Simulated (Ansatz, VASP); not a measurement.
# Two plane-wave programs on HC19

```
CELL_PARAMETERS angstrom
7.39800 0.00000 0.00000
-3.69900 6.40686 0.00000
0.00000 0.00000 11.00000
ATOMIC_POSITIONS crystal
C 0.98968 0.01179 0.08858
C 0.21353 0.11933 0.07449
C 0.99635 0.35298 0.11164
C 0.21743 0.44884 0.07072
C 0.98717 0.67910 0.08203
C 0.20703 0.78896 0.08823
C 0.32387 0.00819 0.08437
C 0.54576 0.12052 0.09332
C 0.32891 0.33737 0.06354
C 0.54695 0.45275 0.07450
C 0.31329 0.66992 0.11167
C 0.54567 0.78635 0.10585
C 0.65803 0.00825 0.10512
C 0.87992 0.12061 0.10583
C 0.65809 0.34242 0.08438
C 0.87731 0.45925 0.08823
C 0.65448 0.67660 0.08859
C 0.87595 0.79032 0.08441
C 0.18187 0.48442 0.20179
H 0.24127 0.42496 0.27271
```

Alike in both runs: functional PBEsol; k mesh 2 × 2 × 1; occupations fermi-dirac, width 0.02 eV; collinear spin.

Ansatz relaxed the structure, and its values are those at the end. VASP's run is a single point on that final structure, the one shown.

```csv
,VASP,Ansatz
version,VASP 6.6.1,Ansatz 0.2.0
potentials or method,"VASP PAW PBE potentials, release 64 (C, H), cutoff 520 eV","scalar-relativistic, plane waves, PAW"
valence electrons in the cell,77,77
```

|  | VASP | Ansatz | Ansatz less VASP |
| --- | --- | --- | --- |
| rms of the force components (eV/Å) | 0.021 | 0.003 | -0.0184 |
| net moment per atom (μB) | 0.03 | 0.03 | 0.000 |
| size of the moment on the site where the two differ most (μB) | 0.09 | 0.06 | -0.027 |

VASP's potentials were made for PBE, not for PBEsol. Site moments also hang on the region over which each program counts them. With one functional, cell and mesh, what is left measures potentials, basis and numerics. Ansatz's warnings: filled band counts differ across k points, seeded moment not kept, xc potential rough in thin density.

The k mesh is coarse, so the values compare programs but aren't converged.
